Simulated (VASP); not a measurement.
# SnO2 in VASP: a series of runs, part 2 of 2

VASP 6.6.1. Earlier steps stand in the parts before.

**3. Single point, PBE+D3(BJ)**

INCAR

```
PREC = Accurate ; ENCUT = 600
EDIFF = 1E-6 ; ISMEAR = -1
SIGMA = 0.05 ; LREAL = F
LASPH = T ; NELM = 120
ALGO = Normal ; ISIF = 2
LWAVE = F ; LCHARG = T
GGA = PE ; IVDW = 12
LELF = T ; LVHAR = T
NBANDS = 64 ; GGA_COMPAT = F
```

KPOINTS

```
Automatic mesh
0
Gamma
  6 6 6
```

POSCAR

```
SnO2
1.0
   -3.2299379262      3.3897549447      3.3897621983
    3.2299379262     -3.3897549447      3.3897621983
    3.2299379262      3.3897549447     -3.3897621983
Sn O
4 8
Direct
    0.5000000000      0.0000000000      0.0000000000
    0.5000000000      0.5000000000      0.5000000000
    0.0000028830      0.7500028830      0.2500000000
    0.9999971170      0.2499971170      0.7500000000
    0.8062138946      0.8062083723      0.4999944777
    0.8062138946      0.3062194169      0.0000055223
    0.3062111466      0.2499977467      0.0562133999
    0.6937843468      0.2499977467      0.4437866001
    0.3062156532      0.7500022533      0.5562133999
    0.1937861054      0.6937805831      0.9999944777
    0.6937888534      0.7500022533      0.9437866001
    0.1937861054      0.1937916277      0.5000055223
```

Potentials or basis: VASP PAW PBE potentials, release 64 (Sn_d, O).

On the command line:

```console
$ cat potpaw_PBE.64/Sn_d/POTCAR potpaw_PBE.64/O/POTCAR > POTCAR
$ mpirun -np 1 vasp_std > vasp.out
```

OUTCAR:

```text
PREC = Accurate
   ENCUT = 600
   EDIFF = 1E-6
   ISMEAR = -1
   LREAL = F
   LASPH = T
   NELM = 120
   ISIF = 2
   GGA = PE
   IVDW = 12
 IVDW          = 12

 ion  position               nearest neighbor table
   1  0.500  0.000  0.000-   6 2.08  10 2.08   9 2.08   8 2.08   7 2.08  11 2.08   2 3.23   2 3.23
                             4 3.75   3 3.75   3 3.75   3 3.75   4 3.75   4 3.75   3 3.75   4 3.75
   2  0.500  0.500  0.500-   5 2.08  12 2.08  11 2.08   7 2.08   8 2.08   9 2.08   1 3.23   1 3.23
                             3 3.75   4 3.75   4 3.75   3 3.75   3 3.75   4 3.75   4 3.75   3 3.75
   3  0.000  0.750  0.250-   9 2.08  11 2.08   5 2.08   6 2.08  10 2.08  12 2.08   4 3.23   4 3.23
                             2 3.75   1 3.75   1 3.75   2 3.75   1 3.75   2 3.75   2 3.75   1 3.75
   4  1.000  0.250  0.750-   8 2.08   7 2.08  10 2.08  12 2.08   5 2.08   6 2.08   3 3.23   3 3.23
                             1 3.75   2 3.75   2 3.75   1 3.75   2 3.75   1 3.75   1 3.75   2 3.75
   5  0.806  0.806  0.500-   2 2.08   3 2.08   4 2.08
   6  0.806  0.306  0.000-   1 2.08   3 2.08   4 2.08
   7  0.306  0.250  0.056-   4 2.08   2 2.08   1 2.08
   8  0.694  0.250  0.444-   4 2.08   1 2.08   2 2.08
   9  0.306  0.750  0.556-   3 2.08   1 2.08   2 2.08
  10  0.194  0.694  1.000-   1 2.08   4 2.08   3 2.08
  11  0.694  0.750  0.944-   3 2.08   2 2.08   1 2.08
  12  0.194  0.194  0.500-   2 2.08   4 2.08   3 2.08

  LATTYP: Found a body centered tetragonal cell.
 ALAT       =     6.7795098894
 C/A-ratio  =     0.9528529286

  Lattice vectors:

 A1 = (  -3.2299379262,   3.3897549447,  -3.3897621983)
 A2 = (  -3.2299379262,  -3.3897549447,   3.3897621983)
 A3 = (   3.2299379262,   3.3897549447,   3.3897621983)

Analysis of symmetry for initial positions (statically):
=====================================================================
 Subroutine PRICEL returns:
 Original cell was already a primitive cell.

 Routine SETGRP: Setting up the symmetry group for a
 body centered tetragonal supercell.

 Subroutine GETGRP returns: Found  8 space group operations
 (whereof  4 operations were pure point group operations)
[... 172 lines left out ...]
 maximum number of plane-waves:      4985
 NGX is ok and might be reduce to    48
   NGX = 23   NGY = 23   NGZ = 23

 number of electron     103.9999998 magnetization

 Free energy of the ion-electron system (eV)
  ---------------------------------------------------
  ext. energy  EPLUGINS =         0.00000000
  ---------------------------------------------------
  free energy    TOTEN  =       -74.60753306 eV

  energy without entropy =      -74.60752935  energy(sigma->0) =      -74.60753120

 E-fermi :   6.1532     XC(G=0): -11.0648

 val. band max:        5.7182901282   @ k =   0.0000   0.0000   0.0000
 cond. band min:       6.5443975843   @ k =   0.0000   0.0000   0.0000
 fundamental gap:      0.8261074561
 Fermi energy:         6.1531635321

 k-point     1 :       0.0000    0.0000    0.0000
  band No.  band energies     occupation
      1     -15.3360      2.00000
      2     -15.1067      2.00000
      3     -15.1066      2.00000
      4     -14.6863      2.00000
      5     -14.6863      2.00000
      6     -14.6246      2.00000
[... 1597 lines left out ...]
     63      15.3795      0.00000
     64      15.3795      0.00000

 [... further k-points ...]

------------------------ aborting loop because EDIFF is reached ----------------------------------------

 Edisp (eV)   -2.57874

 E8    (eV) :    -1.0367

  FORCE on cell =-STRESS in cart. coord.  units (eV):
  Direction    XX          YY          ZZ          XY          YZ          ZX
  --------------------------------------------------------------------------------------
  -------------------------------------------------------------------------------------
  Total       0.57121     0.31195     0.31171     0.00000    -0.00000     0.00000
  in kB       6.16479     3.36672     3.36406     0.00000    -0.00000     0.00000
  external pressure =        4.30 kB  Pullay stress =        0.00 kB

 VOLUME and BASIS-vectors are now :
 -----------------------------------------------------------------------------
  energy-cutoff  :      600.00
  volume of cell :      148.45
      direct lattice vectors                 reciprocal lattice vectors
    -3.229937926  3.389754945  3.389762198     0.000000000  0.147503288  0.147502972
     3.229937926 -3.389754945  3.389762198     0.154801737  0.000000000  0.147502972
     3.229937926  3.389754945 -3.389762198     0.154801737  0.147503288  0.000000000

 POSITION                                       TOTAL-FORCE (eV/Angst)
 -----------------------------------------------------------------------------------
     -1.61497      1.69488      1.69488        -0.000000      0.000000     -0.000000
      1.61497      1.69488      1.69488        -0.000000      0.000000     -0.000000
      3.22994     -1.69488      1.69490        -0.000000      0.000000      0.000201
     -0.00000      5.08463      1.69486        -0.000000      0.000000     -0.000201
      1.61493      1.69488      3.77087         0.000388      0.000000     -0.014799
     -1.61493      1.69488      3.77087        -0.000388     -0.000000     -0.014799
     -0.00000      0.38110      1.69487         0.000000     -0.014670     -0.000091
     -0.00000      3.00866      1.69487        -0.000000      0.014670     -0.000091
      3.22994      0.38110      1.69490         0.000000     -0.014670      0.000091
      4.84487      1.69488     -0.38110         0.000388      0.000000      0.014799
      3.22994      3.00866      1.69490        -0.000000      0.014670      0.000091
      1.61500      1.69488     -0.38110        -0.000388     -0.000000      0.014799
 -----------------------------------------------------------------------------------
    total drift:                                0.000000      0.000000     -0.000000

  FREE ENERGIE OF THE ION-ELECTRON SYSTEM (eV)
  ---------------------------------------------------
  free  energy   TOTEN  =       -77.1862765225 eV

  energy  without entropy=      -77.1862728122  energy(sigma->0) =      -77.18627467
```

OSZICAR:

```text
N       E                     dE             d eps       ncg     rms          rms(c)
DAV:   1     0.170721432769E+04    0.17072E+04   -0.52914E+04  6832   0.279E+03
DAV:   2     0.293663317037E+03   -0.14136E+04   -0.13365E+04  6128   0.859E+02
DAV:   3    -0.549734826579E+02   -0.34864E+03   -0.34016E+03  6440   0.297E+02
DAV:   4    -0.859946816688E+02   -0.31021E+02   -0.30682E+02  7312   0.968E+01
DAV:   5    -0.869016621916E+02   -0.90698E+00   -0.90390E+00  6912   0.173E+01    0.221E+01
DAV:   6    -0.743717307607E+02    0.12530E+02   -0.43048E+01  9336   0.694E+01    0.804E+00
DAV:   7    -0.746687286446E+02   -0.29700E+00   -0.48286E+00  6592   0.900E+00    0.464E+00
DAV:   8    -0.746410870199E+02    0.27642E-01   -0.64754E-01  8176   0.563E+00    0.119E+00
DAV:   9    -0.746057508998E+02    0.35336E-01   -0.18874E-01  8824   0.433E+00    0.218E-01
DAV:  10    -0.746072561951E+02   -0.15053E-02   -0.14080E-02  8160   0.837E-01    0.797E-02
DAV:  11    -0.746075286388E+02   -0.27244E-03   -0.94481E-04  7912   0.219E-01    0.257E-02
DAV:  12    -0.746075394698E+02   -0.10831E-04   -0.62771E-05  7768   0.464E-02    0.212E-02
DAV:  13    -0.746075333268E+02    0.61430E-05   -0.22127E-05  7896   0.488E-02    0.264E-03
DAV:  14    -0.746075330589E+02    0.26790E-06   -0.33063E-06  6064   0.105E-02
   1 F= -.77186277E+02 E0= -.77186275E+02  d E =-.371028E-05
```

stdout:

```text
POSCAR found type information on POSCAR SnO
 POSCAR found :  2 types and      12 ions
 scaLAPACK will be used
 LDA part: xc-table for (Slater+PW92), standard interpolation
 POSCAR, INCAR and KPOINTS ok, starting setup
 FFT: planning ... GRIDC
 FFT: planning ... GRID_SOFT
 FFT: planning ... GRID
 WAVECAR not read
 entering main loop
```

It took 17 min on 1 thread of Oxide Virtual Turin-like, shared host; peak memory 0.53 GiB.

Results:

```
Free energy                : -77.1863 eV
Pressure                   : 0.4 GPa
Largest force              : 0.015 eV/Å
Band gap on the k mesh     : 0.83 eV
Dispersion energy per atom : -0.215 eV
```

Forces on the atoms (eV/Å):
```
Sn   0.000  0.000  0.000
Sn   0.000  0.000  0.000
Sn   0.000  0.000  0.000
Sn   0.000  0.000  0.000
O    0.000  0.000 -0.015
O    0.000  0.000 -0.015
O    0.000 -0.015  0.000
O    0.000  0.015  0.000
O    0.000 -0.015  0.000
O    0.000  0.000  0.015
O    0.000  0.015  0.000
O    0.000  0.000  0.015
```

Stress tensor (GPa, compression positive):
```
0.62 0.00 0.00
0.00 0.34 0.00
0.00 0.00 0.34
```

Levels at points of the mesh, in eV from the valence-band top:
```
           k point  band 50  band 51  band 52  band 53  band 54  band 55
(0.00, 0.00, 0.00)    -0.75    -0.75     0.00     0.83     4.49     4.49
(0.50, 0.00, 0.00)    -0.73    -0.61    -0.61     4.04     4.04     6.03
(0.00, 0.50, 0.00)    -0.82    -0.49    -0.49     4.17     4.17     5.78
(0.50, 0.50, 0.00)    -0.82    -0.49    -0.49     4.17     4.17     5.78
(0.50, 0.50, 0.50)    -1.20    -0.86    -0.86     4.44     4.44     5.76
```

Caveat: spin-orbit coupling is left out, which moves the levels of the heavy elements.

**4. Single point, PBEsol (atoms moved at random)**

INCAR

```
  ALGO = Normal
  EDIFF = 1E-6
  ENCUT = 600
  GGA = PS
  GGA_COMPAT = False
  ISIF = 2
  ISMEAR = -1
  KPAR = 4
  LASPH = True
  LCHARG = False
  LREAL = False
  LWAVE = False
  NBANDS = 64
  NELM = 120
  PREC = Accurate
  SIGMA = 0.05
```

KPOINTS

```
k-points
0
Gamma
  6 6 6
```

POSCAR

```
SnO2
1.0
   -3.2488970000      3.4144700000      3.4140210000
    3.2488970000     -3.4144700000      3.4140210000
    3.2488970000      3.4144700000     -3.4140210000
Sn O
4 8
Direct
    0.4926120000     -0.0033000000     -0.0059340000
    0.5132070000      0.4993760000      0.5024310000
    0.0084100000      0.7451950000      0.2512200000
    1.0048090000      0.2525560000      0.7519070000
    0.8063730000      0.8000620000      0.4964740000
    0.8049360000      0.3046510000     -0.0037330000
    0.2962340000      0.2441530000      0.0587860000
    0.6916660000      0.2421950000      0.4549450000
    0.3024040000      0.7506630000      0.5559230000
    0.1913550000      0.6817080000      0.9887000000
    0.7050440000      0.7542920000      0.9545040000
    0.1975780000      0.1973610000      0.5024380000
```

On the command line:

```console
$ cat potpaw_PBE.64/Sn_d/POTCAR potpaw_PBE.64/O/POTCAR > POTCAR
$ mpirun -np 4 vasp_std > vasp.out
```

Run time: 8.6 min. Hardware: 4 MPI ranks of Oxide Virtual Turin-like, shared host; peak memory 0.95 GiB.

The run converged. Its results:

```yaml
Free_energy: -79.0515 eV
Pressure: -6.1 GPa
Largest_force: 1.240 eV/Å
Band_gap_on_the_k_mesh: 0.43 eV
```

Forces in eV/Å, atoms in the order of the input:
```
Sn  -0.057  0.763  0.290
Sn   1.025 -0.035 -0.586
Sn   0.669 -0.754  0.141
Sn  -0.936  0.075 -0.532
O    0.159  0.074  0.419
O    0.103  0.102 -0.293
O   -0.309  0.600  0.149
O   -0.684 -1.022  0.160
O   -0.473  0.947  0.081
O    0.778  0.100  0.388
O   -0.100 -0.957  0.004
O   -0.174  0.107 -0.221
```

Stress tensor (GPa, compression positive):
```
-7.17  0.04  0.37
 0.04 -5.21 -0.07
 0.37 -0.07 -6.03
```

Levels at points of the mesh, in eV from the valence-band top:
```csv
k point,band 48,band 49,band 50,band 51,band 52,band 53,band 54,band 55,band 56,band 57
"(0.00, 0.00, 0.00)",-0.86,-0.81,-0.72,-0.68,0.00,0.43,3.84,4.13,5.55,5.81
"(0.50, 0.00, 0.00)",-1.06,-0.82,-0.80,-0.60,-0.52,3.60,3.81,5.39,5.78,6.58
"(0.00, 0.50, 0.50)",-1.04,-0.82,-0.80,-0.68,-0.50,3.61,3.83,5.39,5.79,6.59
"(0.00, 0.50, 0.00)",-1.05,-0.92,-0.76,-0.51,-0.47,3.80,3.87,5.25,5.41,7.98
"(0.50, 0.00, 0.50)",-1.01,-0.94,-0.75,-0.59,-0.40,3.76,3.88,5.28,5.41,7.95
"(0.50, 0.50, 0.00)",-1.01,-0.92,-0.81,-0.59,-0.40,3.63,3.75,5.38,5.60,7.97
"(0.00, 0.00, 0.50)",-1.03,-0.91,-0.85,-0.49,-0.47,3.63,3.77,5.41,5.58,7.99
"(0.50, 0.50, 0.50)",-1.36,-1.22,-1.20,-0.89,-0.83,3.99,4.32,5.13,5.55,6.93
```

Caveat: the cell differs from its parent crystal (atoms moved at random); the cell stands under tension; semilocal functionals underestimate gaps, and a narrow one can read as zero; the PAW data sets were made with another functional, which shifts forces and pressure a little; spin-orbit coupling is left out, which moves the levels of the heavy elements.

**5. Overview**

| level | cell | cutoff (eV) | gap on the mesh (eV) | pressure (GPa) | largest force (eV/Å) |
| --- | --- | --- | --- | --- | --- |
| revPBE+D3(BJ) | a = 5.781 Å, angles 112.0, 108.2, 108.2°, 12 atoms, atomic positions A | 520 | 0.88 | 0.6 | 0.02 |
| PBE+D3(BJ) | a = 5.780 Å, angles 112.1, 108.2, 108.2°, 12 atoms, atomic positions B | 600 | 0.83 | 0.4 | 0.01 |
| PBEsol | a = 5.820 Å, angles 112.1, 108.2, 108.2°, 12 atoms, atomic positions C | 600 | 0.43 | -6.1 | 1.24 |

Alike in all rows: task single point; potentials or basis VASP PAW PBE potentials, release 64 (Sn_d, O); no spin polarisation; k mesh 6 × 6 × 6; smearing fermi-dirac 0.05 eV.

Caveats: spin-orbit coupling is left out, which moves the levels of the heavy elements; the PAW data sets were made with another functional, which shifts forces and pressure a little (at least some runs); the cell stands under tension (at least some runs); semilocal functionals underestimate gaps, and a narrow one can read as zero (at least some runs).

Total energies depend on the potentials used, so only differences within one code and one set of settings carry meaning.
